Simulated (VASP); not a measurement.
Crystal: Ti2Tl.

```
CELL_PARAMETERS angstrom
4.78013 0.00000 0.00000
-2.39006 4.13971 0.00000
0.00000 0.00000 2.87132
ATOMIC_POSITIONS crystal
Ti 0.33333 0.66667 0.50000
Ti 0.66667 0.33333 0.50000
Tl 0.00000 0.00000 0.00000
```

| Quantity | Value |
| --- | --- |
| Program | VASP 6.6.1 |
| Task | relaxation of cell and atoms |
| Functional | PBE |
| Potentials or basis | VASP PAW PBE potentials, release 64 (Ti_sv, Tl_d) |
| Cutoff | 600 eV |
| k mesh | 6 × 6 × 6 |
| Occupations | gaussian, width 0.1 eV |
| Spin | no spin polarisation |

At the start: pressure 0.5 GPa; volume 18.94 Å³/atom.

Q: How do energy, volume and symmetry change on relaxing?

A: Over 4 steps the energy falls by 2.5 meV/atom and the volume is 18.97 Å³/atom (+0.2 %); space group P6/mmm (No. 191, to 0.1 Å) before and after.

Step by step:
| step | energy change (eV) | largest force (eV/Å) | pressure (GPa) | volume (Å³) |
| --- | --- | --- | --- | --- |
| 1 | 0.0000 | 0.0000 | 0.48 | 56.82 |
| 2 | -0.0064 | 0.0000 | -0.39 | 57.28 |
| 3 | -0.0067 | 0.0000 | -0.59 | 57.41 |
| 4 | -0.0074 | 0.0000 | 0.22 | 56.91 |

Final structure:
```xyz
3
Lattice="4.7418 0.0000 0.0000 -2.3709 4.1065 0.0000 0.0000 0.0000 2.9226" Properties=species:S:1:pos:R:3 pbc="T T T"
Ti    0.0000    2.7377    1.4613
Ti    2.3709    1.3688    1.4613
Tl   -2.3709    4.1065    0.0000
```

Caveat: the k points lie up to 0.36 Å⁻¹ apart in the final cell, too coarse for converged energies and pressures of a metal.
